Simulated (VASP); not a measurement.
Wanted: the native input for a VASP 6.6.1 run.

| Property | Result |
| --- | --- |
| Task | single point |
| Functional | PBE |
| Potentials or basis | VASP PAW PBE potentials, release 64 (Ru_pv) |
| Cutoff | 520 eV |
| k mesh | 24 × 24 × 14 |
| Occupations | gaussian, width 0.15 eV |
| Spin | no spin polarisation |
| Dipole correction | no |
| Further INCAR settings | ALGO = Fast; EDIFF = 1e-06; NBANDS = 21 |

The structure of Ru lies in POSCAR:

```
Ru
1.0
    2.7200250908      0.0000000000      0.0000000000
   -1.3600125454      2.3556108275      0.0000000000
    0.0000000000      0.0000000000      4.4901241239
Ru
2
Direct
    0.3333333333      0.6666666667      0.2500000000
    0.6666666667      0.3333333333      0.7500000000
```

This cell differs from its parent crystal: strain +0.0450 x Voigt [0, 0, 1, 0, 0, 0].

These files were run (other wordings do the same):

INCAR

```
PREC     = Accurate       # precision mode
ENCUT    = 520            # plane-wave cutoff, eV
EDIFF    = 1E-6           # SCF threshold, eV
ISMEAR   = 0              # smearing method
SIGMA    = 0.15           # smearing width, eV
LREAL    = False          # projectors in reciprocal space
LASPH    = True           # aspherical terms in the spheres
NELM     = 100            # most SCF steps
ALGO     = Fast           # electronic algorithm
ISIF     = 2              # what is computed and relaxed
LWAVE    = False          # write WAVECAR
LCHARG   = True           # write CHGCAR
GGA      = PE             # functional
LELF     = True           # ELF
LVHAR    = True         
NBANDS   = 21             # bands
```

KPOINTS

```
Automatic mesh
0
Gamma
  24 24 14
```

Potentials or basis: VASP PAW PBE potentials, release 64 (Ru_pv).

Launch:

```sh
$ cat potpaw_PBE.64/Ru_pv/POTCAR > POTCAR
$ mpirun -np 1 vasp_std > vasp.out
```

It gave:

| Property | Result |
| --- | --- |
| Pressure | -12.2 GPa |
| Band gap on the k mesh | zero (bands 14 and 15 overlap by 2.93 eV) |

Caveat: the cell differs from its parent crystal (strain +0.0450 x Voigt [0, 0, 1, 0, 0, 0]); the cell stands under tension.

Wall time 3 min on 1 thread of Intel(R) Xeon(R) Platinum 8259CL CPU @ 2.50GHz (Skylake/Cascade Lake), with other jobs on the host, peak memory 0.32 GiB.
